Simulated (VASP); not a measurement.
GaAs (base):

```
Ga As
1.0
     0.00000    2.87509    2.87509
     2.87509    0.00000    2.87509
     2.87509    2.87509    0.00000
Ga As
1 1
Cartesian
  0.0000 0.0000 0.0000
  4.3126 4.3126 4.3126
```

```yaml
Program: VASP 6.6.1
Task: relaxation of cell and atoms
Functional: LDA
Potentials_or_basis: VASP PAW LDA potentials, release 64 (Ga_d, As)
Cutoff: 600 eV
k_mesh: 12 × 12 × 12
Occupations: gaussian, width 0.1 eV
Spin: no spin polarisation
```

At the start: pressure -4.6 GPa; volume 23.77 Å³/atom.

Task: Where does the relaxation end?

Result: Over 20 steps the energy falls by 25.9 meV/atom and the volume is 22.09 Å³/atom (-7.1 %); space group F-43m (No. 216, to 0.05 Å).

The path:
| step | energy change (eV) | largest force (eV/Å) | pressure (GPa) | volume (Å³) |
| --- | --- | --- | --- | --- |
| 1 | 0.0000 | 0.0000 | -4.59 | 47.53 |
| 2 | -0.0444 | 0.0000 | 2.10 | 43.00 |
| 3 | -0.0519 | 0.0000 | 0.03 | 44.16 |
| 4 | -0.0519 | 0.0000 | -0.16 | 44.22 |
| 5 | -0.0519 | 0.0000 | -0.06 | 44.22 |
| 6 | -0.0519 | 0.0000 | -0.11 | 44.22 |
| 7 | -0.0519 | 0.0000 | -0.09 | 44.21 |
| 8 | -0.0519 | 0.0000 | -0.10 | 44.21 |
| 9 | -0.0519 | 0.0000 | -0.10 | 44.21 |
| 10 | -0.0519 | 0.0000 | -0.10 | 44.21 |
| 11 | -0.0519 | 0.0000 | -0.03 | 44.20 |
| 12 | -0.0519 | 0.0000 | -0.08 | 44.20 |
| 13 | -0.0519 | 0.0000 | -0.03 | 44.20 |
| 14 | -0.0519 | 0.0000 | -0.07 | 44.20 |
| 15 | -0.0519 | 0.0000 | -0.07 | 44.19 |
| 16 | -0.0519 | 0.0000 | -0.03 | 44.19 |
| 17 | -0.0519 | 0.0000 | 0.02 | 44.17 |
| 18 | -0.0519 | 0.0000 | -0.08 | 44.18 |
| 19 | -0.0519 | 0.0000 | 0.02 | 44.17 |
| 20 | -0.0519 | 0.0000 | -0.01 | 44.17 |

Final structure:
```
Ga As
1.0
     0.00000    2.80573    2.80573
     2.80573    0.00000    2.80573
     2.80573    2.80573    0.00000
Ga As
1 1
Direct
  0.00000 0.00000 0.00000
  0.75000 0.75000 0.75000
```
